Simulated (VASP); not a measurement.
# PbO (P4/nmm) in VASP: relaxation of cell and atoms with LDA

Aim: the relaxation of cell and atoms of PbO with LDA.

Program: VASP 6.6.1. These are calculated values, not measurements. Logs are shortened: lines on timing, memory, paths and dates and some standing lists are left out, and cuts for length are marked.

**1. The cell of the first run**

It takes space group P4/nmm (No. 129, tetragonal). The conventional cell has a = 3.990 Å, b = 3.990 Å, c = 5.010 Å, α = 90.00°, β = 90.00°, γ = 90.00°. Pb (site symmetry 4mm) has 4 O at 2.33 Å within 3.1 Å. Within 3.1 Å of O (site symmetry -4m2) lie 4 Pb at 2.33 Å and 4 O at 2.82 Å.

**2. Relaxation of cell and atoms, LDA**

Contents of INCAR:

```
PREC     = Accurate       # precision mode
ENCUT    = 600            # plane-wave cutoff, eV
EDIFF    = 1E-6           # SCF threshold, eV
ISMEAR   = -1             # smearing method
SIGMA    = 0.02           # smearing width, eV
LREAL    = F              # projectors in reciprocal space
LASPH    = T              # aspherical terms in the spheres
NELM     = 100            # most SCF steps
ALGO     = Normal         # electronic algorithm
ISIF     = 3              # what is computed and relaxed
LWAVE    = F              # write WAVECAR
LCHARG   = F              # write CHGCAR
IBRION   = 2              # ionic algorithm
NSW      = 80             # ionic steps
EDIFFG   = -0.01          # ionic threshold
```

Contents of KPOINTS:

```
regular mesh
0
Gamma
  8 8 6
```

Contents of POSCAR:

```
PbO
1.0
    3.9900000000      0.0000000000      0.0000000000
    0.0000000000      3.9900000000      0.0000000000
    0.0000000000      0.0000000000      5.0100000000
Pb O
2 2
Direct
    0.0000000000      0.5000000000      0.2400000000
    0.5000000000      0.0000000000      0.7600000000
    0.0000000000      0.0000000000      0.0000000000
    0.5000000000      0.5000000000      0.0000000000
```

Potentials or basis: VASP PAW LDA potentials, release 64 (Pb_d, O).

On the command line:

```
$ cat potpaw_LDA.64/Pb_d/POTCAR potpaw_LDA.64/O/POTCAR > POTCAR
$ mpirun -np 1 vasp_std > vasp.out
```

OUTCAR:

```text
PREC = Accurate
   ENCUT = 600
   EDIFF = 1E-6
   ISMEAR = -1
   LREAL = F
   LASPH = T
   NELM = 100
   ISIF = 3
   IBRION = 2
   NSW = 80
   EDIFFG = -0.01

 ion  position               nearest neighbor table
   1  0.000  0.500  0.240-   3 2.33   4 2.33   3 2.33   4 2.33   2 3.71   2 3.71   2 3.71   2 3.71
                             2 3.84   2 3.84   2 3.84   2 3.84
   2  0.500  0.000  0.760-   3 2.33   4 2.33   4 2.33   3 2.33   1 3.71   1 3.71   1 3.71   1 3.71
                             1 3.84   1 3.84   1 3.84   1 3.84
   3  0.000  0.000  0.000-   1 2.33   2 2.33   1 2.33   2 2.33
   4  0.500  0.500  0.000-   1 2.33   2 2.33   2 2.33   1 2.33

  LATTYP: Found a simple tetragonal cell.
 ALAT       =     3.9900000000
 C/A-ratio  =     1.2556390977

  Lattice vectors:

 A1 = (   3.9900000000,   0.0000000000,   0.0000000000)
 A2 = (   0.0000000000,   3.9900000000,   0.0000000000)
 A3 = (   0.0000000000,   0.0000000000,   5.0100000000)

Analysis of symmetry for initial positions (statically):
=====================================================================
 Subroutine PRICEL returns:
 Original cell was already a primitive cell.

 Routine SETGRP: Setting up the symmetry group for a
 simple tetragonal supercell.

 Subroutine GETGRP returns: Found 16 space group operations
 (whereof  8 operations were pure point group operations)
 out of a pool of 16 trial point group operations.

The static configuration has the point symmetry D_2d.
 The point group associated with its full space group is D_4h.

Analysis of symmetry for dynamics (positions and initial velocities):
=====================================================================
 Subroutine PRICEL returns:
 Original cell was already a primitive cell.

 Routine SETGRP: Setting up the symmetry group for a
 simple tetragonal supercell.

 Subroutine GETGRP returns: Found 16 space group operations
 (whereof  8 operations were pure point group operations)
 out of a pool of 16 trial point group operations.

The dynamic configuration has the point symmetry D_2d.
 The point group associated with its full space group is D_4h.

 Subroutine INISYM returns: Found 16 space group operations
 (whereof  8 operations are pure point group operations),
 and found     1 'primitive' translations

----------------------------------------------------------------------------------------

                                     Primitive cell

  volume of cell :      79.7597

  direct lattice vectors                    reciprocal lattice vectors
     3.990000000  0.000000000  0.000000000     0.250626566  0.000000000  0.000000000
     0.000000000  3.990000000  0.000000000     0.000000000  0.250626566  0.000000000
     0.000000000  0.000000000  5.010000000     0.000000000  0.000000000  0.199600798

  length of vectors
     3.990000000  3.990000000  5.010000000     0.250626566  0.250626566  0.199600798

  position of ions in fractional coordinates (direct lattice)
     0.000000000  0.500000000  0.240000000
     0.500000000  0.000000000  0.760000000
     0.000000000  0.000000000  0.000000000
     0.500000000  0.500000000  0.000000000

  ion indices of the primitive-cell ions
   primitive index   ion index
                 1           1
                 2           2
                 3           3
                 4           4

----------------------------------------------------------------------------------------

 KPOINTS: regular mesh

Automatic generation of k-mesh.
 Grid dimensions read from file:
 generate k-points for:    8    8    6

 Generating k-lattice:

  Cartesian coordinates                     Fractional coordinates (reciprocal lattice)
     0.031328321  0.000000000  0.000000000     0.125000000  0.000000000  0.000000000
     0.000000000  0.031328321  0.000000000     0.000000000  0.125000000  0.000000000
     0.000000000  0.000000000  0.033266800     0.000000000  0.000000000  0.166666667

  Length of vectors
     0.031328321  0.031328321  0.033266800

  Shift w.r.t. Gamma in fractional coordinates (k-lattice)
     0.000000000  0.000000000  0.000000000

 Subroutine IBZKPT returns following result:
 ===========================================

 Found     60 irreducible k-points:

 Following reciprocal coordinates:
            Coordinates               Weight
  0.000000  0.000000  0.000000      1.000000
  0.125000  0.000000  0.000000      4.000000
  0.250000  0.000000  0.000000      4.000000
  0.375000  0.000000  0.000000      4.000000
  0.500000  0.000000  0.000000      2.000000
  0.125000  0.125000  0.000000      4.000000
[... 16 lines left out ...]
  0.375000  0.125000  0.166667     16.000000
  0.500000  0.125000  0.166667      8.000000
 [... further k-points ...]
   k-points           NKPTS =     60   k-points in BZ     NKDIM =     60   number of bands    NBANDS=     24
   number of dos      NEDOS =    301   number of ions     NIONS =      4
   total plane-waves  NPLWV =  40960
   dimension x,y,z NGX =    32 NGY =   32 NGZ =   40
   dimension x,y,z NGXF=    64 NGYF=   64 NGZF=   80
   ions per type =               2   2
   NGX,Y,Z   is equivalent  to a cutoff of  13.33, 13.33, 13.27 a.u.
   NGXF,Y,Z  is equivalent  to a cutoff of  26.67, 26.67, 26.55 a.u.
 SYSTEM =  unknown system
   PREC   = accura    normal or accurate (medium, high low for compatibility)
   ISTART =      0    job   : 0-new  1-cont  2-samecut
   ICHARG =      2    charge: 1-file 2-atom 10-const
   ISPIN  =      1    spin polarized calculation?
   LNONCOLLINEAR =      F non collinear calculations
   LSORBIT =      F    spin-orbit coupling
   LASPH  =      T    aspherical Exc in radial PAW
   ENCUT  =  600.0 eV  44.10 Ry    6.64 a.u.   7.97  7.97 10.01*2*pi/ulx,y,z
   NELM   =    100;   NELMIN=  2; NELMDL= -5     # of ELM steps
   EDIFF  = 0.1E-05   stopping-criterion for ELM
   LREAL  =      F    real-space projection
   EDIFFG = -.1E-01   stopping-criterion for IOM
   NSW    =     80    number of steps for IOM
   IBRION =      2    ionic relax: 0-MD 1-quasi-New 2-CG
   NFREE  =      1    steps in history (QN), initial steepest desc. (CG)
   ISIF   =      3    stress and relaxation
   ISYM   =      2    0-nonsym 1-usesym 2-fastsym
   POTIM  = 0.5000    time-step for ionic-motion
   TEBEG  =    0.0;   TEEND  =   0.0 temperature during run
   PSTRESS=    0.0 pullay stress
   NELECT =      40.0000    total number of electrons
   NUPDOWN=      -1.0000    fix difference up-down
   EMIN   =  10.00;   EMAX   =-10.00  energy-range for DOS
   EFERMI =   0.00;   METHOD = LEGACY
   ISMEAR =    -1;   SIGMA  =   0.02  broadening in eV -4-tet -1-fermi 0-gaus
   EFERMI_NEDOS =   21; number of points for ismear=-14 and -15
   IALGO  =     38    algorithm
   IMIX   =      4    mixing-type and parameters
     AMIX     =   0.40;   BMIX     =  1.00
     AMIX_MAG =   1.60;   BMIX_MAG =  1.00
  volume/ion in A,a.u.               =      19.94       134.56
  Fermi-wavevector in a.u.,A,eV,Ry     =   1.300670  2.457909 23.017539  1.691741
  Thomas-Fermi vector in A             =   2.431853
   LORBIT       =      0    0 simple, 1 ext, 2 COOP (PROOUT), +10 PAW based schemes
   GGA     = CA    functional components
   LHFCALC =     F    Hartree Fock is set to
   AEXX    =    0.0000 exact exchange contribution
   IVDW    =     0    specifies the selected vdW correction
   LEPSILON=     F    determine dielectric tensor
   LRPA    =     F    only Hartree local field effects (RPA)
 conjugate gradient relaxation of ions
 non-spin polarized calculation
  energy-cutoff  :      600.00
  volume of cell :       79.76
 maximum number of plane-waves:      2684
 NGX is ok and might be reduce to    32
   NGX = 15   NGY = 15   NGZ = 21

--------------------------------------- Ionic step        1  -------------------------------------------

 number of electron      40.0000002 magnetization

 Free energy of the ion-electron system (eV)
  ---------------------------------------------------
  ext. energy  EPLUGINS =         0.00000000
  ---------------------------------------------------
  free energy    TOTEN  =       -24.37541945 eV

  energy without entropy =      -24.37541945  energy(sigma->0) =      -24.37541945

------------------------ aborting loop because EDIFF is reached ----------------------------------------

  FORCE on cell =-STRESS in cart. coord.  units (eV):
  Direction    XX          YY          ZZ          XY          YZ          ZX
  --------------------------------------------------------------------------------------
  -------------------------------------------------------------------------------------
  Total       -1.7554872     -1.7554872     -1.6675069      0.0000000      0.0000000      0.0000000
  in kB      -35.2634453    -35.2634453    -33.4961358      0.0000000      0.0000000      0.0000000
  external PRESSURE =     -34.6743421 kB  Pullay stress =       0.0000000 kB
[... 95 lines left out ...]
  FREE ENERGIE OF THE ION-ELECTRON SYSTEM (eV)
  ---------------------------------------------------
  free  energy   TOTEN  =       -24.4099645572 eV

  energy  without entropy=      -24.4099645572  energy(sigma->0) =      -24.40996456

[... ionic steps 4 to 7 ...]

--------------------------------------- Ionic step        8  -------------------------------------------

 number of electron      39.9999979 magnetization

------------------------ aborting loop because EDIFF is reached ----------------------------------------

  FORCE on cell =-STRESS in cart. coord.  units (eV):
  Direction    XX          YY          ZZ          XY          YZ          ZX
  --------------------------------------------------------------------------------------
  -------------------------------------------------------------------------------------
  Total        0.0461380      0.0461380     -0.1448513      0.0000000      0.0000000      0.0000000
  in kB        0.9668937      0.9668937     -3.0355861      0.0000000      0.0000000      0.0000000
  external PRESSURE =      -0.3672663 kB  Pullay stress =       0.0000000 kB
[... 61 lines left out ...]
  energy  without entropy=      -24.4125534334  energy(sigma->0) =      -24.41255343

--------------------------------------- Ionic step       10  -------------------------------------------

 number of electron      39.9999981 magnetization

 Free energy of the ion-electron system (eV)
  ---------------------------------------------------
  ext. energy  EPLUGINS =         0.00000000
  ---------------------------------------------------
  free energy    TOTEN  =       -24.41280714 eV

  energy without entropy =      -24.41280714  energy(sigma->0) =      -24.41280714

 E-fermi :   5.7391     XC(G=0): -10.5450

 val. band max:        5.3346780574   @ k =   0.1250   0.0000   0.0000
 cond. band min:       6.3382013195   @ k =   0.5000   0.5000   0.0000
 fundamental gap:      1.0035232621
 Fermi energy:         5.7390716998

 k-point     1 :       0.0000    0.0000    0.0000
  band No.  band energies     occupation
      1     -13.0795      2.00000
      2     -12.4983      2.00000
      3     -10.6978      2.00000
      4     -10.6978      2.00000
      5     -10.6218      2.00000
      6     -10.6029      2.00000
[... 637 lines left out ...]
     23      11.0573      0.00000
     24      11.0573      0.00000

 [... further k-points ...]

------------------------ aborting loop because EDIFF is reached ----------------------------------------

  FORCE on cell =-STRESS in cart. coord.  units (eV):
  Direction    XX          YY          ZZ          XY          YZ          ZX
  --------------------------------------------------------------------------------------
  -------------------------------------------------------------------------------------
  Total        0.0156587      0.0156587     -0.0273140      0.0000000     -0.0000000      0.0000000
  in kB        0.3304023      0.3304023     -0.5763323      0.0000000     -0.0000000      0.0000000
  external PRESSURE =       0.0281574 kB  Pullay stress =       0.0000000 kB
[... 19 lines left out ...]
  FREE ENERGIE OF THE ION-ELECTRON SYSTEM (eV)
  ---------------------------------------------------
  free  energy   TOTEN  =       -24.4128071409 eV

  energy  without entropy=      -24.4128071409  energy(sigma->0) =      -24.41280714

 reached required accuracy - stopping structural energy minimisation
```

It took 5.4 min on 1 thread of AMD EPYC 9R45 (Zen 5), shared host; peak memory 0.22 GiB.

What came out:

```
Free energy                           : -24.4128 eV
Relaxed volume                        : 18.98 Å³/atom
Relaxed cell                          : a = 3.944 Å, b = 3.944 Å, c = 4.882 Å, α = 90.00°, β = 90.00°, γ = 90.00°
Space group after relaxing (to 0.1 Å) : P4/nmm (No. 129)
Energy gained by relaxing             : 9.3 meV/atom
Ionic steps                           : 10
Pressure after relaxing               : 0.0 GPa
Largest force after relaxing          : 0.005 eV/Å
Band gap on the k mesh                : 1.00 eV (least direct gap 2.16 eV)
```

Forces on the atoms (eV/Å):
```
Pb   0.000  0.000  0.005
Pb   0.000  0.000 -0.005
O    0.000  0.000  0.000
O    0.000  0.000  0.000
```

The path:
```tsv
step	energy change (eV)	largest force (eV/Å)	pressure (GPa)	volume (Å³)
1	0.0000	0.5397	-3.47	79.76
2	0.0036	0.7998	3.82	74.88
3	-0.0345	0.0813	-0.17	77.31
4	-0.0345	0.0958	-0.13	77.27
5	-0.0353	0.0667	-0.08	77.04
6	-0.0359	0.0177	0.01	76.61
7	-0.0359	0.0094	0.01	76.55
8	-0.0364	0.0034	-0.04	76.45
9	-0.0371	0.0411	-0.23	76.17
10	-0.0374	0.0048	0.00	75.93
```

Final structure:
```xyz
4
Lattice="3.9438 0.0000 0.0000 0.0000 3.9438 0.0000 0.0000 0.0000 4.8821" Properties=species:S:1:pos:R:3 pbc="T T T"
Pb    3.9438    1.9719    1.1817
Pb    1.9719    0.0000    3.7004
O     0.0000    0.0000    0.0000
O     1.9719    1.9719    0.0000
```

Caveat: spin-orbit coupling is left out, which moves the levels of the heavy elements. A k mesh can miss the band edges.
